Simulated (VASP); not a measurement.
## SiNi3: single point with PBE

Crystal: SiNi3.

```
CELL_PARAMETERS angstrom
3.51823 0.00000 0.00000
0.00000 3.51823 0.00000
0.00000 0.00000 3.51823
ATOMIC_POSITIONS crystal
Ni 0.50000 0.50000 0.00000
Ni 0.50000 0.00000 0.50000
Ni 0.00000 0.50000 0.50000
Si 0.00000 0.00000 0.00000
```

This cell differs from its parent crystal: volume scaled by 0.98.

```yaml
Program: VASP 6.6.1
Task: single point
Functional: PBE
Potentials_or_basis: VASP PAW PBE potentials, release 64 (Ni, Si)
Cutoff: 520 eV
k_mesh: 8 × 8 × 8
Occupations: fermi-dirac, width 0.05 eV
Spin: collinear spin, ferromagnetic start
Starting_moments: "[1.0, 1.0, 1.0, 0.0] μB"
```

```yaml
Pressure: -2.1 GPa
Band_gap_on_the_k_mesh: zero (filled and empty bands overlap)
Net_moment: 0.00 μB per cell
Valence_electrons_inside_the_program's_atomic_spheres: Ni 9.44; Si 1.54
```

Levels at points of the mesh, in eV from the Fermi level:
Spin up:
```tsv
k point	band 14	band 15	band 16	band 17	band 18	band 19	band 20	band 21
(0.00, 0.00, 0.00)	-0.62	-0.62	-0.30	0.03	0.03	0.03	4.73	6.28
(0.50, 0.00, 0.00)	-1.27	-1.13	-0.55	0.03	3.56	3.56	5.12	5.24
(0.50, 0.50, 0.00)	-1.40	-1.09	-1.00	-0.93	0.64	0.64	5.52	6.28
(0.50, 0.50, 0.50)	-1.22	-1.22	-0.37	-0.21	-0.21	-0.21	1.16	3.98
```
Spin down:
```tsv
k point	band 15	band 16	band 17	band 18	band 19	band 20
(0.00, 0.00, 0.00)	-0.62	-0.30	0.03	0.03	0.03	4.73
(0.50, 0.00, 0.00)	-1.13	-0.55	0.03	3.56	3.56	5.12
(0.50, 0.50, 0.00)	-1.09	-1.00	-0.93	0.64	0.64	5.52
(0.50, 0.50, 0.50)	-1.22	-0.37	-0.21	-0.21	-0.21	1.16
```

It took 50 s on 1 thread of Intel(R) Xeon(R) 6975P-C (Granite Rapids), with other jobs on the host, peak memory 0.2 GiB.
